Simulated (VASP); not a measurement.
Set up this calculation in VASP 6.6.1, as the native input.

| Quantity | Value |
| --- | --- |
| Task | single point |
| Functional | pbesol exchange, pbe correlation |
| Potentials or basis | VASP PAW PBE potentials, release 64 (Si) |
| Cutoff | 500 eV |
| k mesh | 6 × 6 × 6 |
| Occupations | methfessel-paxton, width 0.05 eV |
| Spin | non-collinear spin, typed start |
| Starting moments | [[0.5, 0.0, 0.0], [0.5, 0.0, 0.0]] μB |
| Dipole correction | no |
| Further INCAR settings | ALGO = Normal; EDIFF = 1e-06; NBANDS = 20 |

The structure of Si lies in POSCAR:

```
Si
1.0
    0.0000000000      2.7218511865      2.7218511865
    2.7218511865      0.0000000000      2.7218511865
    2.7218511865      2.7218511865      0.0000000000
Si
2
Direct
    0.5000000000      0.5000000000      0.5000000000
    0.7500000000      0.7500000000      0.7500000000
```

The input as run:

INCAR

```
SYSTEM = Si
  ALGO = Normal
  EDIFF = 1E-6
  ENCUT = 500
  GGA = LIBXC
  GGA_COMPAT = .False.
  ISIF = 2
  ISMEAR = 1
  LASPH = .True.
  LCHARG = .True.
  LIBXC1 = GGA_X_PBE_SOL
  LIBXC2 = GGA_C_PBE
  LNONCOLLINEAR = .True.
  LORBIT = 11
  LREAL = .False.
  LVHAR = .True.
  LWAVE = .False.
  MAGMOM = 0.5 0 0 0.5 0 0
  NBANDS = 20
  NELM = 200
  PREC = Accurate
  SIGMA = 0.05
```

KPOINTS

```
k-points
0
Gamma
  6 6 6
  0 0 0
```

Potentials or basis: VASP PAW PBE potentials, release 64 (Si).

The run is started by

```console
$ cat potpaw_PBE.64/Si/POTCAR > POTCAR
$ mpirun -np 1 vasp_ncl > vasp.out
```

It gave:

```json
{"Pressure": "-1.0 GPa", "Band gap on the k mesh": "0.53 eV (least direct gap 2.47 eV)", "Net moment": "0.00 μB per cell", "Valence electrons inside the program's atomic spheres": "Si 1.68"}
```

Caveat: the PAW data sets were made with another functional, which shifts forces and pressure a little.

Run time: 80 s on 1 thread of AMD EPYC 7R43 64-Core Processor (Zen 3), with other jobs on the host, peak memory 0.21 GiB.
